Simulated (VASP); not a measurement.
# LiP2 (Cmce) in VASP: single point with PBE+D3(BJ)

Aim: the single point of LiP2 with PBE+D3(BJ).

Program: VASP 6.6.1. These are calculated values, not measurements. Logs are shortened: lines on timing, memory, paths and dates and some standing lists are left out, and cuts for length are marked.

## Step 1: The cell of the first run

The structure is orthorhombic, space group Cmce (No. 64). Conventional cell: a = 3.295 Å, b = 14.352 Å, c = 3.807 Å, α = 90.00°, β = 90.00°, γ = 90.00°. Within 3.0 Å of P (site symmetry m) lie 4 P at 2.21 to 2.86 Å and 4 Li at 2.60 to 2.92 Å. Within 3.3 Å of Li (site symmetry 2/m) lie 6 Li at 2.52 to 3.30 Å and 8 P at 2.60 to 2.92 Å.

## Step 2: Single point, PBE+D3(BJ)

INCAR reads:

```
SYSTEM = LiP2
ALGO = Normal
EDIFF = 1E-7
ENCUT = 520
GGA = PE
ISIF = 2
ISMEAR = 0
IVDW = 12
LASPH = .TRUE.
LCHARG = .FALSE.
LREAL = .FALSE.
LWAVE = .FALSE.
NBANDS = 22
NELM = 100
PREC = Accurate
SIGMA = 0.1
```

KPOINTS reads:

```
k-points
0
G
  10 10 8
  0 0 0
```

POSCAR reads:

```
LiP2
1.0
    1.6475016083     -7.1761616196      0.0000000000
    1.6475016083      7.1761616196      0.0000000000
    0.0000000000      0.0000000000      3.8070612041
P Li
4 2
Direct
    0.8604032478      0.1395967522     -0.0572626360
    0.6395967522      0.3604032478      0.4427373640
    0.1395967522      0.8604032478      1.0572626360
    0.3604032478      0.6395967522      0.5572626360
    0.0000000000      0.0000000000      0.5000000000
    0.5000000000      0.5000000000      0.0000000000
```

Potentials or basis: VASP PAW PBE potentials, release 64 (P, Li_sv).

Started as:

```
$ cat potpaw_PBE.64/P/POTCAR potpaw_PBE.64/Li_sv/POTCAR > POTCAR
$ mpirun -np 1 vasp_std > vasp.out
```

OUTCAR:

```text
SYSTEM = LiP2
   EDIFF = 1E-7
   ENCUT = 520
   GGA = PE
   ISIF = 2
   ISMEAR = 0
   IVDW = 12
   LASPH = .TRUE.
   LREAL = .FALSE.
   NELM = 100
   PREC = Accurate
 IVDW          = 12

 ion  position               nearest neighbor table
   1  0.860  0.140  0.943-   4 2.21   4 2.21   6 2.60   6 2.60   5 2.62   4 2.86   4 2.86
   2  0.640  0.360  0.443-   3 2.21   3 2.21   5 2.60   5 2.60   6 2.62   3 2.86   3 2.86
   3  0.140  0.860  0.057-   2 2.21   2 2.21   6 2.60   6 2.60   5 2.62   2 2.86   2 2.86
   4  0.360  0.640  0.557-   1 2.21   1 2.21   5 2.60   5 2.60   6 2.62   1 2.86   1 2.86
   5  0.000  0.000  0.500-   6 2.52   6 2.52   6 2.52   6 2.52   2 2.60   4 2.60   2 2.60   4 2.60
                             1 2.62   3 2.62
   6  0.500  0.500  0.000-   5 2.52   5 2.52   5 2.52   5 2.52   3 2.60   1 2.60   3 2.60   1 2.60
                             2 2.62   4 2.62

  LATTYP: Found a base centered orthorhombic cell.
 ALAT       =     3.2950032166
 B/A-ratio  =     4.3557842878
 C/A-ratio  =     1.1554043969

  Lattice vectors:

 A1 = (   1.6475016083,  -7.1761616196,   0.0000000000)
 A2 = (   1.6475016083,   7.1761616196,   0.0000000000)
 A3 = (   0.0000000000,   0.0000000000,   3.8070612041)

Analysis of symmetry for initial positions (statically):
=====================================================================
 Subroutine PRICEL returns:
 Original cell was already a primitive cell.

 Routine SETGRP: Setting up the symmetry group for a
 base centered orthorhombic supercell.

 Subroutine GETGRP returns: Found  8 space group operations
 (whereof  4 operations were pure point group operations)
 out of a pool of  8 trial point group operations.

The static configuration has the point symmetry C_2h.
 The point group associated with its full space group is D_2h.

Analysis of symmetry for dynamics (positions and initial velocities):
=====================================================================
 Subroutine PRICEL returns:
 Original cell was already a primitive cell.

 Routine SETGRP: Setting up the symmetry group for a
 base centered orthorhombic supercell.

 Subroutine GETGRP returns: Found  8 space group operations
 (whereof  4 operations were pure point group operations)
 out of a pool of  8 trial point group operations.

The dynamic configuration has the point symmetry C_2h.
 The point group associated with its full space group is D_2h.

 Subroutine INISYM returns: Found  8 space group operations
 (whereof  4 operations are pure point group operations),
 and found     1 'primitive' translations

[... 106 lines left out ...]
   IBRION =     -1    ionic relax: 0-MD 1-quasi-New 2-CG
   NFREE  =      0    steps in history (QN), initial steepest desc. (CG)
   ISIF   =      2    stress and relaxation
   ISYM   =      2    0-nonsym 1-usesym 2-fastsym
   POTIM  = 0.5000    time-step for ionic-motion
   TEBEG  =    0.0;   TEEND  =   0.0 temperature during run
   PSTRESS=    0.0 pullay stress
   NELECT =      26.0000    total number of electrons
   NUPDOWN=      -1.0000    fix difference up-down
   EMIN   =  10.00;   EMAX   =-10.00  energy-range for DOS
   EFERMI =   0.00;   METHOD = LEGACY
   ISMEAR =     0;   SIGMA  =   0.10  broadening in eV -4-tet -1-fermi 0-gaus
   EFERMI_NEDOS =   21; number of points for ismear=-14 and -15
   IALGO  =     38    algorithm
   IMIX   =      4    mixing-type and parameters
     AMIX     =   0.40;   BMIX     =  1.00
     AMIX_MAG =   1.60;   BMIX_MAG =  1.00
  volume/ion in A,a.u.               =      15.00       101.25
  Fermi-wavevector in a.u.,A,eV,Ry     =   1.082148  2.044963 15.933024  1.171044
  Thomas-Fermi vector in A             =   2.218182
   LORBIT       =      0    0 simple, 1 ext, 2 COOP (PROOUT), +10 PAW based schemes
   GGA     = PE    functional components
   LHFCALC =     F    Hartree Fock is set to
   AEXX    =    0.0000 exact exchange contribution
   IVDW    =    12    specifies the selected vdW correction
   LEPSILON=     F    determine dielectric tensor
   LRPA    =     F    only Hartree local field effects (RPA)
 non-spin polarized calculation
 Gauss-broadening in eV      SIGMA  =   0.10
  energy-cutoff  :      520.00
  volume of cell :       90.02
 maximum number of plane-waves:      2452
   NGX = 27   NGY = 27   NGZ = 15

 number of electron      26.0000012 magnetization

 Free energy of the ion-electron system (eV)
  ---------------------------------------------------
  ext. energy  EPLUGINS =         0.00000000
  ---------------------------------------------------
  free energy    TOTEN  =       -26.14120513 eV

  energy without entropy =      -26.13727204  energy(sigma->0) =      -26.13923858

 E-fermi :   6.1733     XC(G=0): -10.0215

 val. band max:        6.1574669926   @ k =   0.1000   0.1000   0.5000
 cond. band min:       6.1797017698   @ k =   0.2000   0.1000   0.5000
 fundamental gap:      0.0222347773
 Fermi energy:         6.1732642126

 k-point     1 :       0.0000    0.0000    0.0000
  band No.  band energies     occupation
      1     -39.9585      2.00000
      2     -39.8623      2.00000
      3      -8.3242      2.00000
      4      -7.8413      2.00000
      5       0.0841      2.00000
      6       0.9476      2.00000
[... 589 lines left out ...]
     21      12.7586      0.00000
     22      12.9365      0.00000

 [... further k-points ...]

------------------------ aborting loop because EDIFF is reached ----------------------------------------

 Edisp (eV)   -2.20637

 E8    (eV) :    -0.8510

  FORCE on cell =-STRESS in cart. coord.  units (eV):
  Direction    XX          YY          ZZ          XY          YZ          ZX
  --------------------------------------------------------------------------------------
  -------------------------------------------------------------------------------------
  Total      -0.18601    -0.05951    -0.13708     0.00000     0.00000     0.00000
  in kB      -3.31055    -1.05909    -2.43981     0.00000     0.00000     0.00000
  external pressure =       -2.27 kB  Pullay stress =        0.00 kB

 VOLUME and BASIS-vectors are now :
 -----------------------------------------------------------------------------
  energy-cutoff  :      520.00
  volume of cell :       90.02
      direct lattice vectors                 reciprocal lattice vectors
     1.647501608 -7.176161620  0.000000000     0.303489840 -0.069675131  0.000000000
     1.647501608  7.176161620  0.000000000     0.303489840  0.069675131  0.000000000
     0.000000000  0.000000000  3.807061204     0.000000000  0.000000000  0.262669799

 POSITION                                       TOTAL-FORCE (eV/Angst)
 -----------------------------------------------------------------------------------
      1.64750     -5.17262      3.58906         0.000000     -0.005071     -0.063381
      1.64750     -2.00354      1.68553         0.000000      0.005071     -0.063381
      1.64750      5.17262      0.21800         0.000000      0.005071      0.063381
      1.64750      2.00354      2.12153         0.000000     -0.005071      0.063381
      0.00000      0.00000      1.90353        -0.000000     -0.000000      0.000000
      1.64750      0.00000      0.00000         0.000000     -0.000000      0.000000
 -----------------------------------------------------------------------------------
    total drift:                                0.000000      0.000000     -0.000000

  FREE ENERGIE OF THE ION-ELECTRON SYSTEM (eV)
  ---------------------------------------------------
  free  energy   TOTEN  =       -28.3475709485 eV

  energy  without entropy=      -28.3436378616  energy(sigma->0) =      -28.34560441
```

OSZICAR:

```text
N       E                     dE             d eps       ncg     rms          rms(c)
DAV:   1     0.111767601018E+03    0.11177E+03   -0.11170E+04  6820   0.113E+03
DAV:   2    -0.136413998303E+02   -0.12541E+03   -0.11991E+03  8338   0.229E+02
DAV:   3    -0.262611016571E+02   -0.12620E+02   -0.12458E+02 11694   0.530E+01
DAV:   4    -0.270627123678E+02   -0.80161E+00   -0.79472E+00  9868   0.138E+01
DAV:   5    -0.271022203920E+02   -0.39508E-01   -0.39504E-01 10186   0.279E+00    0.102E+01
DAV:   6    -0.261628361215E+02    0.93938E+00   -0.18680E+00  7228   0.668E+00    0.575E+00
DAV:   7    -0.261438238164E+02    0.19012E-01   -0.41517E-01  9072   0.270E+00    0.227E+00
DAV:   8    -0.261416565762E+02    0.21672E-02   -0.46305E-02  7986   0.111E+00    0.427E-01
DAV:   9    -0.261411610813E+02    0.49549E-03   -0.64684E-03  8412   0.451E-01    0.163E-01
DAV:  10    -0.261411756675E+02   -0.14586E-04   -0.61919E-04  8956   0.140E-01    0.857E-02
DAV:  11    -0.261412211372E+02   -0.45470E-04   -0.19263E-04  8606   0.735E-02    0.260E-02
DAV:  12    -0.261412043129E+02    0.16824E-04   -0.37476E-05  8388   0.309E-02    0.142E-02
DAV:  13    -0.261412044421E+02   -0.12920E-06   -0.86776E-06  8756   0.139E-02    0.267E-02
DAV:  14    -0.261412051289E+02   -0.68676E-06   -0.12226E-06  8820   0.614E-03    0.339E-03
DAV:  15    -0.261412051258E+02    0.31014E-08   -0.19681E-07  7282   0.220E-03
   1 F= -.28347571E+02 E0= -.28345604E+02  d E =-.393309E-02
```

Wall time 3.7 min (1 thread of Intel Xeon 6975P-C (Granite Rapids), shared host); peak memory 0.43 GiB.

What came out:

- Free energy: -28.3476 eV
- Largest force: 0.064 eV/Å
- Band gap on the k mesh: zero (bands 13 and 14 overlap by 2.94 eV)
- Dispersion energy per atom: -0.368 eV

Forces in eV/Å, atoms in the order of the input:
```
P    0.000 -0.005 -0.063
P    0.000  0.005 -0.063
P    0.000  0.005  0.063
P    0.000 -0.005  0.063
Li   0.000  0.000  0.000
Li   0.000  0.000  0.000
```

Levels at points of the mesh, in eV from the Fermi level:
| k point | band 11 | band 12 | band 13 | band 14 | band 15 | band 16 |
| --- | --- | --- | --- | --- | --- | --- |
| (0.00, 0.00, 0.00) | -3.12 | -3.06 | 1.21 | 1.55 | 2.38 | 2.61 |
| (0.50, 0.00, 0.00) | -1.95 | -1.95 | -1.02 | -1.02 | 0.86 | 0.86 |
| (0.50, 0.50, 0.00) | -3.29 | -2.86 | 1.74 | 1.83 | 2.21 | 2.42 |
| (0.00, 0.00, 0.50) | -0.27 | -0.27 | 1.59 | 1.59 | 1.69 | 1.69 |
| (0.50, 0.00, 0.50) | -2.37 | -2.37 | -0.82 | -0.82 | 3.75 | 3.75 |
| (0.50, 0.50, 0.50) | -1.51 | -1.51 | 1.48 | 1.48 | 1.94 | 1.94 |

Caveat: the cutoff is under 1.25 times the usual one of these potentials, so pressure, stress and relaxed cells hold a basis-set (Pulay) error.

The gap in the log of VASP goes by the Fermi energy; the results here count the filled bands.